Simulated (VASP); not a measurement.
# Ti2In (Fm-3m) in VASP: further runs

Ti2In is run at these levels: PBE; tasks: single point, relaxation of cell and atoms.

Everything below comes from runs of VASP 6.6.1. Logs are shortened: lines on timing, memory, paths and dates and some standing lists are left out, and cuts for length are marked.

## (1) The cell of the first run

The structure is cubic, space group Fm-3m (No. 225). Conventional cell: a = 6.449 Å, b = 6.449 Å, c = 6.449 Å, α = 90.00°, β = 90.00°, γ = 90.00°. Ti (site symmetry -43m) has 4 In at 2.79 Å and 6 Ti at 3.22 Å within 3.7 Å. Within 3.7 Å of In (site symmetry m-3m) lie 8 Ti at 2.79 Å.

The cell was built from a structure type or drawn by symmetry, and may not be a known phase.

## (2) Single point, PBE

Contents of INCAR:

```
SYSTEM = Ti2In
ALGO = Normal
EDIFF = 1E-6
ENCUT = 520
GGA = PE
ISIF = 2
ISMEAR = 0
LASPH = .True.
LCHARG = .False.
LREAL = .False.
LWAVE = .False.
NBANDS = 26
NELM = 60
PREC = Accurate
SIGMA = 0.1
```

Contents of KPOINTS:

```
k-points
0
Gamma
  6 6 6
  0 0 0
```

Contents of POSCAR:

```
Ti2In
1.0
    0.0000000000      3.2245061116      3.2245061116
    3.2245061116      0.0000000000      3.2245061116
    3.2245061116      3.2245061116      0.0000000000
Ti In
2 1
Direct
    0.7500000000      0.7500000000      0.7500000000
    0.2500000000      0.2500000000      0.2500000000
    0.5000000000      0.5000000000      0.5000000000
```

Potentials or basis: VASP PAW PBE potentials, release 64 (Ti_sv, In_d).

On the command line:

```bash
cat potpaw_PBE.64/Ti_sv/POTCAR potpaw_PBE.64/In_d/POTCAR > POTCAR
mpirun -np 1 vasp_std > vasp.out
```

OUTCAR:

```text
SYSTEM = Ti2In
   EDIFF = 1E-6
   ENCUT = 520
   GGA = PE
   ISIF = 2
   ISMEAR = 0
   LASPH = .True.
   LREAL = .False.
   NELM = 60
   PREC = Accurate

 ion  position               nearest neighbor table
   1  0.750  0.750  0.750-   3 2.79   3 2.79   3 2.79   3 2.79
   2  0.250  0.250  0.250-   3 2.79   3 2.79   3 2.79   3 2.79
   3  0.500  0.500  0.500-   2 2.79   2 2.79   2 2.79   1 2.79   1 2.79   1 2.79   2 2.79   1 2.79

  LATTYP: Found a face centered cubic cell.
 ALAT       =     6.4490122232

  Lattice vectors:

 A1 = (   0.0000000000,   3.2245061116,   3.2245061116)
 A2 = (   3.2245061116,   0.0000000000,   3.2245061116)
 A3 = (   3.2245061116,   3.2245061116,   0.0000000000)

Analysis of symmetry for initial positions (statically):
=====================================================================
 Subroutine PRICEL returns:
 Original cell was already a primitive cell.

 Routine SETGRP: Setting up the symmetry group for a
 face centered cubic supercell.

 Subroutine GETGRP returns: Found 48 space group operations
 (whereof 48 operations were pure point group operations)
 out of a pool of 48 trial point group operations.

The static configuration has the point symmetry O_h .

Analysis of symmetry for dynamics (positions and initial velocities):
=====================================================================
 Subroutine PRICEL returns:
 Original cell was already a primitive cell.

 Routine SETGRP: Setting up the symmetry group for a
 face centered cubic supercell.

 Subroutine GETGRP returns: Found 48 space group operations
 (whereof 48 operations were pure point group operations)
 out of a pool of 48 trial point group operations.

The dynamic configuration has the point symmetry O_h .

 Subroutine INISYM returns: Found 48 space group operations
 (whereof 48 operations are pure point group operations),
 and found     1 'primitive' translations

----------------------------------------------------------------------------------------

                                     Primitive cell

  volume of cell :      67.0532

  direct lattice vectors                    reciprocal lattice vectors
     0.000000000  3.224506112  3.224506112    -0.155062507  0.155062507  0.155062507
     3.224506112  0.000000000  3.224506112     0.155062507 -0.155062507  0.155062507
     3.224506112  3.224506112  0.000000000     0.155062507  0.155062507 -0.155062507

  length of vectors
     4.560140275  4.560140275  4.560140275     0.268576140  0.268576140  0.268576140

  position of ions in fractional coordinates (direct lattice)
     0.750000000  0.750000000  0.750000000
     0.250000000  0.250000000  0.250000000
     0.500000000  0.500000000  0.500000000

  ion indices of the primitive-cell ions
   primitive index   ion index
                 1           1
                 2           2
                 3           3

----------------------------------------------------------------------------------------

 KPOINTS: k-points

Automatic generation of k-mesh.
 Grid dimensions read from file:
 generate k-points for:    6    6    6

 Generating k-lattice:

  Cartesian coordinates                     Fractional coordinates (reciprocal lattice)
    -0.025843751  0.025843751  0.025843751     0.166666667  0.000000000  0.000000000
     0.025843751 -0.025843751  0.025843751     0.000000000  0.166666667  0.000000000
     0.025843751  0.025843751 -0.025843751     0.000000000  0.000000000  0.166666667

  Length of vectors
     0.044762690  0.044762690  0.044762690

  Shift w.r.t. Gamma in fractional coordinates (k-lattice)
     0.000000000  0.000000000  0.000000000

 Subroutine IBZKPT returns following result:
 ===========================================

 Found     16 irreducible k-points:

 Following reciprocal coordinates:
            Coordinates               Weight
  0.000000  0.000000  0.000000      1.000000
  0.166667  0.000000  0.000000      8.000000
  0.333333  0.000000  0.000000      8.000000
  0.500000  0.000000  0.000000      4.000000
  0.166667  0.166667  0.000000      6.000000
  0.333333  0.166667  0.000000     24.000000
[... 8 lines left out ...]
 -0.333333  0.333333  0.166667     24.000000
 -0.333333  0.500000  0.166667     12.000000
   k-points           NKPTS =     16   k-points in BZ     NKDIM =     16   number of bands    NBANDS=     26
   number of dos      NEDOS =    301   number of ions     NIONS =      3
   total plane-waves  NPLWV =  46656
   dimension x,y,z NGX =    36 NGY =   36 NGZ =   36
   dimension x,y,z NGXF=    72 NGYF=   72 NGZF=   72
   ions per type =               2   1
   NGX,Y,Z   is equivalent  to a cutoff of  13.12, 13.12, 13.12 a.u.
   NGXF,Y,Z  is equivalent  to a cutoff of  26.25, 26.25, 26.25 a.u.
 SYSTEM =  Ti2In
   PREC   = accura    normal or accurate (medium, high low for compatibility)
   ISTART =      0    job   : 0-new  1-cont  2-samecut
   ICHARG =      2    charge: 1-file 2-atom 10-const
   ISPIN  =      1    spin polarized calculation?
   LNONCOLLINEAR =      F non collinear calculations
   LSORBIT =      F    spin-orbit coupling
   LASPH  =      T    aspherical Exc in radial PAW
   ENCUT  =  520.0 eV  38.22 Ry    6.18 a.u.   8.48  8.48  8.48*2*pi/ulx,y,z
   NELM   =     60;   NELMIN=  2; NELMDL= -5     # of ELM steps
   EDIFF  = 0.1E-05   stopping-criterion for ELM
   LREAL  =      F    real-space projection
   EDIFFG = 0.1E-04   stopping-criterion for IOM
   NSW    =      0    number of steps for IOM
   IBRION =     -1    ionic relax: 0-MD 1-quasi-New 2-CG
   NFREE  =      0    steps in history (QN), initial steepest desc. (CG)
   ISIF   =      2    stress and relaxation
   ISYM   =      2    0-nonsym 1-usesym 2-fastsym
   POTIM  = 0.5000    time-step for ionic-motion
   TEBEG  =    0.0;   TEEND  =   0.0 temperature during run
   PSTRESS=    0.0 pullay stress
   NELECT =      37.0000    total number of electrons
   NUPDOWN=      -1.0000    fix difference up-down
   EMIN   =  10.00;   EMAX   =-10.00  energy-range for DOS
   EFERMI =   0.00;   METHOD = LEGACY
   ISMEAR =     0;   SIGMA  =   0.10  broadening in eV -4-tet -1-fermi 0-gaus
   EFERMI_NEDOS =   21; number of points for ismear=-14 and -15
   IALGO  =     38    algorithm
   IMIX   =      4    mixing-type and parameters
     AMIX     =   0.40;   BMIX     =  1.00
     AMIX_MAG =   1.60;   BMIX_MAG =  1.00
  volume/ion in A,a.u.               =      22.35       150.83
  Fermi-wavevector in a.u.,A,eV,Ry     =   1.342772  2.537471 24.531794  1.803036
  Thomas-Fermi vector in A             =   2.470899
   LORBIT       =      0    0 simple, 1 ext, 2 COOP (PROOUT), +10 PAW based schemes
   GGA     = PE    functional components
   LHFCALC =     F    Hartree Fock is set to
   AEXX    =    0.0000 exact exchange contribution
   IVDW    =     0    specifies the selected vdW correction
   LEPSILON=     F    determine dielectric tensor
   LRPA    =     F    only Hartree local field effects (RPA)
 non-spin polarized calculation
 Gauss-broadening in eV      SIGMA  =   0.10
  energy-cutoff  :      520.00
  volume of cell :       67.05
 maximum number of plane-waves:      1821
 NGX is ok and might be reduce to    36
   NGX = 17   NGY = 17   NGZ = 17

 number of electron      37.0000002 magnetization

 Free energy of the ion-electron system (eV)
  ---------------------------------------------------
  ext. energy  EPLUGINS =         0.00000000
  ---------------------------------------------------
  free energy    TOTEN  =       -16.88185539 eV

  energy without entropy =      -16.86442155  energy(sigma->0) =      -16.87313847

 E-fermi :   6.5920     XC(G=0): -10.4277

 val. band max:        6.5327182179   @ k =   0.3333   0.0000   0.0000
 cond. band min:       6.5920636647   @ k =   0.5000   0.3333   0.1667
 fundamental gap:      0.0593454468
 Fermi energy:         6.5920202542

 k-point     1 :       0.0000    0.0000    0.0000
  band No.  band energies     occupation
      1     -50.5145      2.00000
      2     -50.4809      2.00000
      3     -26.7993      2.00000
      4     -26.7993      2.00000
      5     -26.7993      2.00000
      6     -26.6949      2.00000
[... 18 lines left out ...]
     25      11.3514      0.00000
     26      12.0920      0.00000

 k-point     2 :       0.1667    0.0000    0.0000
  band No.  band energies     occupation
      1     -50.5122      2.00000
      2     -50.4831      2.00000
      3     -26.7927      2.00000
      4     -26.7925      2.00000
      5     -26.7925      2.00000
      6     -26.7036      2.00000
[... 18 lines left out ...]
     25      10.1811      0.00000
     26      11.8578      0.00000

 k-point     3 :       0.3333    0.0000    0.0000
  band No.  band energies     occupation
      1     -50.5060      2.00000
      2     -50.4892      2.00000
      3     -26.7752      2.00000
      4     -26.7737      2.00000
      5     -26.7737      2.00000
      6     -26.7252      2.00000
[... 18 lines left out ...]
     25       8.4605      0.00000
     26      11.8834      0.00000

 k-point     4 :       0.5000    0.0000    0.0000
  band No.  band energies     occupation
      1     -50.4976      2.00000
      2     -50.4975      2.00000
      3     -26.7534      2.00000
      4     -26.7491      2.00000
      5     -26.7483      2.00000
      6     -26.7483      2.00000
[... 18 lines left out ...]
     25       7.8921      0.00000
     26      11.8317      0.00000

 k-point     5 :       0.1667    0.1667    0.0000
  band No.  band energies     occupation
      1     -50.5116      2.00000
      2     -50.4837      2.00000
      3     -26.8023      2.00000
      4     -26.8023      2.00000
      5     -26.7679      2.00000
      6     -26.7288      2.00000
[... 18 lines left out ...]
     25      10.7038      0.00000
     26      10.7038      0.00000

 k-point     6 :       0.3333    0.1667    0.0000
  band No.  band energies     occupation
      1     -50.5072      2.00000
      2     -50.4879      2.00000
      3     -26.7983      2.00000
      4     -26.7977      2.00000
      5     -26.7607      2.00000
      6     -26.7379      2.00000
[... 18 lines left out ...]
     25       9.0984      0.00000
     26      10.4952      0.00000

 k-point     7 :       0.5000    0.1667    0.0000
  band No.  band energies     occupation
      1     -50.5003      2.00000
      2     -50.4947      2.00000
      3     -26.7886      2.00000
      4     -26.7818      2.00000
      5     -26.7796      2.00000
      6     -26.7173      2.00000
[... 18 lines left out ...]
     25       8.1266      0.00000
     26      10.5935      0.00000

 k-point     8 :      -0.3333    0.1667    0.0000
  band No.  band energies     occupation
      1     -50.5024      2.00000
      2     -50.4927      2.00000
      3     -26.8044      2.00000
      4     -26.7567      2.00000
      5     -26.7527      2.00000
      6     -26.7435      2.00000
[... 18 lines left out ...]
     25       8.5496      0.00000
     26      10.3401      0.00000

 k-point     9 :      -0.1667    0.1667    0.0000
  band No.  band energies     occupation
      1     -50.5088      2.00000
      2     -50.4864      2.00000
      3     -26.8057      2.00000
      4     -26.7710      2.00000
      5     -26.7708      2.00000
      6     -26.7274      2.00000
[... 18 lines left out ...]
     25       9.8994      0.00000
     26      10.1414      0.00000

 k-point    10 :       0.3333    0.3333    0.0000
  band No.  band energies     occupation
      1     -50.5059      2.00000
      2     -50.4892      2.00000
      3     -26.8084      2.00000
      4     -26.8084      2.00000
      5     -26.7962      2.00000
      6     -26.7045      2.00000
[... 18 lines left out ...]
     25       9.1077      0.00000
     26       9.1398      0.00000

 k-point    11 :       0.5000    0.3333    0.0000
  band No.  band energies     occupation
      1     -50.5023      2.00000
      2     -50.4927      2.00000
      3     -26.8184      2.00000
      4     -26.8038      2.00000
      5     -26.8029      2.00000
      6     -26.6935      2.00000
[... 18 lines left out ...]
     25       8.4455      0.00000
     26       9.5613      0.00000

 k-point    12 :      -0.3333    0.3333    0.0000
  band No.  band energies     occupation
      1     -50.4975      2.00000
      2     -50.4975      2.00000
      3     -26.8210      2.00000
      4     -26.7856      2.00000
      5     -26.7825      2.00000
      6     -26.7139      2.00000
[... 18 lines left out ...]
     25       8.2488      0.00000
     26       9.6720      0.00000

 k-point    13 :       0.5000    0.5000    0.0000
  band No.  band energies     occupation
      1     -50.5030      2.00000
      2     -50.4920      2.00000
      3     -26.8296      2.00000
      4     -26.8114      2.00000
      5     -26.8114      2.00000
      6     -26.6849      2.00000
[... 18 lines left out ...]
     25       8.5437      0.00000
     26       9.1272      0.00000

 k-point    14 :       0.5000    0.3333    0.1667
  band No.  band energies     occupation
      1     -50.5031      2.00000
      2     -50.4920      2.00000
      3     -26.8126      2.00000
      4     -26.7921      2.00000
      5     -26.7770      2.00000
      6     -26.7198      2.00000
[... 18 lines left out ...]
     25       8.8115      0.00000
     26       9.6894      0.00000

 k-point    15 :      -0.3333    0.3333    0.1667
  band No.  band energies     occupation
      1     -50.4975      2.00000
      2     -50.4975      2.00000
      3     -26.8124      2.00000
      4     -26.8093      2.00000
      5     -26.7488      2.00000
      6     -26.7484      2.00000
[... 18 lines left out ...]
     25       8.1553      0.00000
     26       9.8554      0.00000

 k-point    16 :      -0.3333    0.5000    0.1667
  band No.  band energies     occupation
      1     -50.5002      2.00000
      2     -50.4947      2.00000
      3     -26.8253      2.00000
      4     -26.8157      2.00000
      5     -26.7801      2.00000
      6     -26.7168      2.00000
[... 18 lines left out ...]
     25       8.3778      0.00000
     26       9.4709      0.00000

------------------------ aborting loop because EDIFF is reached ----------------------------------------

  FORCE on cell =-STRESS in cart. coord.  units (eV):
  Direction    XX          YY          ZZ          XY          YZ          ZX
  --------------------------------------------------------------------------------------
  -------------------------------------------------------------------------------------
  Total       -0.1279936     -0.1279936     -0.1279936      0.0000000      0.0000000      0.0000000
  in kB       -3.0582951     -3.0582951     -3.0582951      0.0000000      0.0000000      0.0000000
  external PRESSURE =      -3.0582951 kB  Pullay stress =       0.0000000 kB

 VOLUME and BASIS-vectors are now :
 -----------------------------------------------------------------------------
  energy-cutoff  :      520.00
  volume of cell :       67.05
      direct lattice vectors                 reciprocal lattice vectors
     0.000000000  3.224506112  3.224506112    -0.155062507  0.155062507  0.155062507
     3.224506112  0.000000000  3.224506112     0.155062507 -0.155062507  0.155062507
     3.224506112  3.224506112  0.000000000     0.155062507  0.155062507 -0.155062507

 POSITION                                       TOTAL-FORCE (eV/Angst)
 -----------------------------------------------------------------------------------
      4.83676      4.83676      4.83676         0.000000      0.000000      0.000000
      1.61225      1.61225      1.61225        -0.000000     -0.000000     -0.000000
      3.22451      3.22451      3.22451         0.000000     -0.000000     -0.000000
 -----------------------------------------------------------------------------------
    total drift:                                0.000000      0.000000      0.000000

  FREE ENERGIE OF THE ION-ELECTRON SYSTEM (eV)
  ---------------------------------------------------
  free  energy   TOTEN  =       -16.8818553891 eV

  energy  without entropy=      -16.8644215475  energy(sigma->0) =      -16.87313847
```

Run time: 21 s. Hardware: 1 thread of Intel Xeon Platinum 8559C (Emerald Rapids), shared host; peak memory 0.2 GiB.

Results:

```
Free energy            : -16.8819 eV
Pressure               : -0.3 GPa
Band gap on the k mesh : zero (an odd number of electrons rules out a gap without spin polarisation)
```

Levels at points of the mesh, in eV from the Fermi level:
| k point | band 15 | band 16 | band 17 | band 18 | band 19 | band 20 | band 21 | band 22 | band 23 | band 24 |
| --- | --- | --- | --- | --- | --- | --- | --- | --- | --- | --- |
| (0.00, 0.00, 0.00) | -1.50 | -1.50 | -1.50 | -0.52 | -0.52 | 1.97 | 1.97 | 1.97 | 2.59 | 2.59 |
| (0.50, 0.00, 0.00) | -3.16 | -0.92 | -0.92 | 0.33 | 0.33 | 0.83 | 0.88 | 0.88 | 1.11 | 1.11 |
| (0.50, 0.50, 0.00) | -3.30 | -0.78 | -0.31 | -0.28 | -0.25 | -0.25 | 1.33 | 1.33 | 1.38 | 1.38 |

Caveat: spin-orbit coupling is left out, which moves the levels of the heavy elements.

(Continued in part 2 of 3.)
